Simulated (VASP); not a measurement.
Input of a VASP 6.6.1 run:

INCAR

```
ALGO = Normal ; EDIFF = 1E-8
ENCUT = 520 ; GGA = CA
ISIF = 2 ; ISMEAR = -1
LASPH = True ; LCHARG = False
LEFG = True ; LREAL = False
LWAVE = False ; NBANDS = 20
NELM = 60 ; PREC = Accurate
SIGMA = 0.05
```

Contents of KPOINTS:

```
k-points
0
Gamma
  15 15 15
```

Contents of POSCAR:

```
MoS2
1.0
    1.5708859406      0.9069514207      6.0822325872
   -1.5708859406      0.9069514207      6.0822325872
    0.0000000000     -1.8139028413      6.0822325872
Mo S
1 2
Direct
    0.0000000000      0.0000000000      0.0000000000
    0.7484000000      0.7484000000      0.7484000000
    0.5849000000      0.5849000000      0.5849000000
```

Potentials or basis: VASP PAW LDA potentials, release 64 (Mo_sv, S).

The run is started by

```console
$ cat potpaw_LDA.64/Mo_sv/POTCAR potpaw_LDA.64/S/POTCAR > POTCAR
$ mpirun -np 1 vasp_std > vasp.out
```

(1) Estimate the band gap on the k mesh.

(2) What does it give for the largest force?

(3) Estimate the pressure.

## Answers

(1) 0.62 eV (least direct gap 1.67 eV).

(2) 1.221 eV/Å.

(3) 5.0 GPa.

Caveat: the cell stands under pressure; without QUAD_EFG the Cq values of the log hold for a quadrupole moment of 1 mb, not for the nuclei; an odd mesh through Γ misses points on the zone boundary, where band edges can lie; forces of over 1 eV/Å act on the atoms, so gaps and moduli don't describe the material at rest.
